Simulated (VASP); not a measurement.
# Ge2Sb2Se (P4/mmm) in VASP: notebook

Ge2Sb2Se is run at these levels: PBE; tasks: single point, relaxation of cell and atoms.

Everything below comes from runs of VASP 6.6.1. Logs are shortened: lines on timing, memory, paths and dates and some standing lists are left out, and cuts for length are marked.

## Step 1: The cell of the first run

Symmetry: P4/mmm, No. 123, tetragonal system. The conventional cell has a = 4.445 Å, b = 4.445 Å, c = 6.246 Å, α = 90.00°, β = 90.00°, γ = 90.00°. Within 2.5 Å of Ge (site symmetry 4mm) lie 1 Se at 1.87 Å. Within 3.9 Å of Sb (site symmetry 4mm) lie 2 Sb at 3.00 to 3.25 Å and 4 Ge at 3.16 Å and 4 Se at 3.48 Å. Se (site symmetry 4/mmm) has 2 Ge at 1.87 Å within 2.5 Å.

## Step 2: Single point, PBE

The input, INCAR:

```
PREC     = Accurate       # precision mode
ENCUT    = 520            # plane-wave cutoff, eV
EDIFF    = 1E-6           # SCF threshold, eV
ISMEAR   = 0              # smearing method
SIGMA    = 0.1            # smearing width, eV
LREAL    = False          # projectors in reciprocal space
LASPH    = True           # aspherical terms in the spheres
NELM     = 60             # most SCF steps
ALGO     = Normal         # electronic algorithm
ISIF     = 2              # what is computed and relaxed
LWAVE    = False          # write WAVECAR
LCHARG   = True           # write CHGCAR
GGA      = PE             # functional
LELF     = True           # ELF
LVHAR    = True         
NBANDS   = 30             # bands
```

The input, KPOINTS:

```
Automatic mesh
0
Gamma
  4 4 4
```

The input, POSCAR:

```
Ge2Sb2Se
1.0
    4.4447225900      0.0000000000      0.0000000000
    0.0000000000      4.4447225900      0.0000000000
    0.0000000000      0.0000000000      6.2461182800
Ge Sb Se
2 2 1
Direct
    0.5000000000      0.5000000000      0.2009976600
    0.5000000000      0.5000000000      0.7990023400
    0.0000000000      0.0000000000      0.7400320000
    0.0000000000      0.0000000000      0.2599680000
    0.5000000000      0.5000000000      0.5000000000
```

Potentials or basis: VASP PAW PBE potentials, release 64 (Ge_d, Sb, Se).

Started as:

```sh
> cat potpaw_PBE.64/Ge_d/POTCAR potpaw_PBE.64/Sb/POTCAR potpaw_PBE.64/Se/POTCAR > POTCAR
> mpirun -np 1 vasp_std > vasp.out
```

OUTCAR:

```text
PREC = Accurate
   ENCUT = 520
   EDIFF = 1E-6
   ISMEAR = 0
   LREAL = False
   LASPH = True
   NELM = 60
   ISIF = 2
   GGA = PE

 ion  position               nearest neighbor table
   1  0.500  0.500  0.201-   5 1.87   2 2.51   4 3.16   4 3.16   4 3.16   4 3.16
   2  0.500  0.500  0.799-   5 1.87   1 2.51   3 3.16   3 3.16   3 3.16   3 3.16
   3  0.000  0.000  0.740-   4 3.00   2 3.16   2 3.16   2 3.16   2 3.16   4 3.25
   4  0.000  0.000  0.260-   3 3.00   1 3.16   1 3.16   1 3.16   1 3.16   3 3.25
   5  0.500  0.500  0.500-   1 1.87   2 1.87

  LATTYP: Found a simple tetragonal cell.
 ALAT       =     4.4447225900
 C/A-ratio  =     1.4052886662

  Lattice vectors:

 A1 = (   4.4447225900,   0.0000000000,   0.0000000000)
 A2 = (   0.0000000000,   4.4447225900,   0.0000000000)
 A3 = (   0.0000000000,   0.0000000000,   6.2461182800)

Analysis of symmetry for initial positions (statically):
=====================================================================
 Subroutine PRICEL returns:
 Original cell was already a primitive cell.

 Routine SETGRP: Setting up the symmetry group for a
 simple tetragonal supercell.

 Subroutine GETGRP returns: Found 16 space group operations
 (whereof 16 operations were pure point group operations)
 out of a pool of 16 trial point group operations.

The static configuration has the point symmetry D_4h.

Analysis of symmetry for dynamics (positions and initial velocities):
=====================================================================
 Subroutine PRICEL returns:
 Original cell was already a primitive cell.

 Routine SETGRP: Setting up the symmetry group for a
 simple tetragonal supercell.

 Subroutine GETGRP returns: Found 16 space group operations
 (whereof 16 operations were pure point group operations)
 out of a pool of 16 trial point group operations.

The dynamic configuration has the point symmetry D_4h.

 Subroutine INISYM returns: Found 16 space group operations
 (whereof 16 operations are pure point group operations),
 and found     1 'primitive' translations

----------------------------------------------------------------------------------------

[... 87 lines left out ...]
   LSORBIT =      F    spin-orbit coupling
   LASPH  =      T    aspherical Exc in radial PAW
   ENCUT  =  520.0 eV  38.22 Ry    6.18 a.u.   8.26  8.26 11.61*2*pi/ulx,y,z
   NELM   =     60;   NELMIN=  2; NELMDL= -5     # of ELM steps
   EDIFF  = 0.1E-05   stopping-criterion for ELM
   LREAL  =      F    real-space projection
   EDIFFG = 0.1E-04   stopping-criterion for IOM
   NSW    =      0    number of steps for IOM
   IBRION =     -1    ionic relax: 0-MD 1-quasi-New 2-CG
   NFREE  =      0    steps in history (QN), initial steepest desc. (CG)
   ISIF   =      2    stress and relaxation
   ISYM   =      2    0-nonsym 1-usesym 2-fastsym
   POTIM  = 0.5000    time-step for ionic-motion
   TEBEG  =    0.0;   TEEND  =   0.0 temperature during run
   PSTRESS=    0.0 pullay stress
   NELECT =      44.0000    total number of electrons
   NUPDOWN=      -1.0000    fix difference up-down
   EMIN   =  10.00;   EMAX   =-10.00  energy-range for DOS
   EFERMI =   0.00;   METHOD = LEGACY
   ISMEAR =     0;   SIGMA  =   0.10  broadening in eV -4-tet -1-fermi 0-gaus
   EFERMI_NEDOS =   21; number of points for ismear=-14 and -15
   IALGO  =     38    algorithm
   IMIX   =      4    mixing-type and parameters
     AMIX     =   0.40;   BMIX     =  1.00
     AMIX_MAG =   1.60;   BMIX_MAG =  1.00
  volume/ion in A,a.u.               =      24.68       166.54
  Fermi-wavevector in a.u.,A,eV,Ry     =   1.160894  2.193771 18.336228  1.347675
  Thomas-Fermi vector in A             =   2.297472
   LORBIT       =      0    0 simple, 1 ext, 2 COOP (PROOUT), +10 PAW based schemes
   GGA     = PE    functional components
   LHFCALC =     F    Hartree Fock is set to
   AEXX    =    0.0000 exact exchange contribution
   IVDW    =     0    specifies the selected vdW correction
   LEPSILON=     F    determine dielectric tensor
   LRPA    =     F    only Hartree local field effects (RPA)
 non-spin polarized calculation
 Gauss-broadening in eV      SIGMA  =   0.10
  energy-cutoff  :      520.00
  volume of cell :      123.40
 maximum number of plane-waves:      3352
 NGX is ok and might be reduce to    36
   NGX = 17   NGY = 17   NGZ = 23

 number of electron      43.9999998 magnetization

 Free energy of the ion-electron system (eV)
  ---------------------------------------------------
  ext. energy  EPLUGINS =         0.00000000
  ---------------------------------------------------
  free energy    TOTEN  =       -12.40473481 eV

  energy without entropy =      -12.37833384  energy(sigma->0) =      -12.39153432

 E-fermi :   6.1756     XC(G=0):  -9.9235

 val. band max:        6.1653181445   @ k =   0.2500   0.2500   0.2500
 cond. band min:       6.2055941110   @ k =   0.2500   0.0000   0.2500
 fundamental gap:      0.0402759665
 Fermi energy:         6.1755661107

 k-point     1 :       0.0000    0.0000    0.0000
  band No.  band energies     occupation
      1     -19.4252      2.00000
      2     -19.1831      2.00000
      3     -19.0332      2.00000
      4     -19.0332      2.00000
      5     -18.9495      2.00000
      6     -18.9495      2.00000
[... 583 lines left out ...]
     29      11.4223      0.00000
     30      11.4223      0.00000

------------------------ aborting loop because EDIFF is reached ----------------------------------------

  FORCE on cell =-STRESS in cart. coord.  units (eV):
  Direction    XX          YY          ZZ          XY          YZ          ZX
  --------------------------------------------------------------------------------------
  -------------------------------------------------------------------------------------
  Total       -0.3370998     -0.3370998     60.8240083      0.0000000     -0.0000000      0.0000000
  in kB       -4.3769293     -4.3769293    789.7435622      0.0000000     -0.0000000      0.0000000
  external PRESSURE =     260.3299012 kB  Pullay stress =       0.0000000 kB

 VOLUME and BASIS-vectors are now :
 -----------------------------------------------------------------------------
  energy-cutoff  :      520.00
  volume of cell :      123.40
      direct lattice vectors                 reciprocal lattice vectors
     4.444722590  0.000000000  0.000000000     0.224985920  0.000000000  0.000000000
     0.000000000  4.444722590  0.000000000     0.000000000  0.224985920  0.000000000
     0.000000000  0.000000000  6.246118280     0.000000000  0.000000000  0.160099434

 POSITION                                       TOTAL-FORCE (eV/Angst)
 -----------------------------------------------------------------------------------
      2.22236      2.22236      1.25546        -0.000000      0.000000    -13.889382
      2.22236      2.22236      4.99066         0.000000      0.000000     13.889382
      0.00000      0.00000      4.62233         0.000000     -0.000000      0.362749
      0.00000      0.00000      1.62379         0.000000     -0.000000     -0.362749
      2.22236      2.22236      3.12306         0.000000     -0.000000      0.000000
 -----------------------------------------------------------------------------------
    total drift:                                0.000000      0.000000     -0.000000

  FREE ENERGIE OF THE ION-ELECTRON SYSTEM (eV)
  ---------------------------------------------------
  free  energy   TOTEN  =       -12.4047348099 eV

  energy  without entropy=      -12.3783338381  energy(sigma->0) =      -12.39153432
```

OSZICAR:

```text
N       E                     dE             d eps       ncg     rms          rms(c)
DAV:   1     0.414599409128E+03    0.41460E+03   -0.20459E+04  1332   0.266E+03
DAV:   2     0.521808054866E+02   -0.36242E+03   -0.35035E+03  1124   0.743E+02
DAV:   3    -0.941594170726E+01   -0.61597E+02   -0.60332E+02  1276   0.166E+02
DAV:   4    -0.127724299337E+02   -0.33565E+01   -0.33350E+01  1282   0.472E+01
DAV:   5    -0.128499530224E+02   -0.77523E-01   -0.77506E-01  1218   0.780E+00    0.107E+01
DAV:   6    -0.124705137379E+02    0.37944E+00   -0.65077E-01  1382   0.416E+00    0.636E+00
DAV:   7    -0.124078217387E+02    0.62692E-01   -0.27945E-01  1416   0.290E+00    0.138E+00
DAV:   8    -0.124043705690E+02    0.34512E-02   -0.34562E-02  1264   0.132E+00    0.424E-01
DAV:   9    -0.124047430646E+02   -0.37250E-03   -0.40542E-03  1324   0.348E-01    0.126E-01
DAV:  10    -0.124047165334E+02    0.26531E-04   -0.24305E-04  1440   0.935E-02    0.396E-02
DAV:  11    -0.124047350103E+02   -0.18477E-04   -0.61784E-05  1298   0.495E-02    0.143E-02
DAV:  12    -0.124047348099E+02    0.20040E-06   -0.69293E-06  1266   0.136E-02
   1 F= -.12404735E+02 E0= -.12391534E+02  d E =-.264010E-01
```

stdout:

```text
POSCAR found type information on POSCAR GeSbSe
 POSCAR found :  3 types and       5 ions
 scaLAPACK will be used
 LDA part: xc-table for (Slater+PW92), standard interpolation
 POSCAR, INCAR and KPOINTS ok, starting setup
 FFT: planning ... GRIDC
 FFT: planning ... GRID_SOFT
 FFT: planning ... GRID
 WAVECAR not read
 entering main loop
```

Run time: 26 s. Hardware: 1 thread of Intel Xeon 6975P-C (Granite Rapids), shared host; peak memory 0.27 GiB.

What came out:

```
Free energy            : -12.4047 eV
Pressure               : 26.0 GPa
Largest force          : 13.889 eV/Å
Band gap on the k mesh : zero (band 22 reaches 6.88 eV, above the bottom of band 23 at 5.73 eV)
```

Forces in eV/Å, atoms in the order of the input:
```
Ge    0.000   0.000 -13.889
Ge    0.000   0.000  13.889
Sb    0.000   0.000   0.363
Sb    0.000   0.000  -0.363
Se    0.000   0.000   0.000
```

Caveat: spin-orbit coupling is left out, which moves the levels of the heavy elements; forces of over 1 eV/Å act on the atoms, so gaps and moduli don't describe the material at rest.

(Continued in part 2 of 2.)
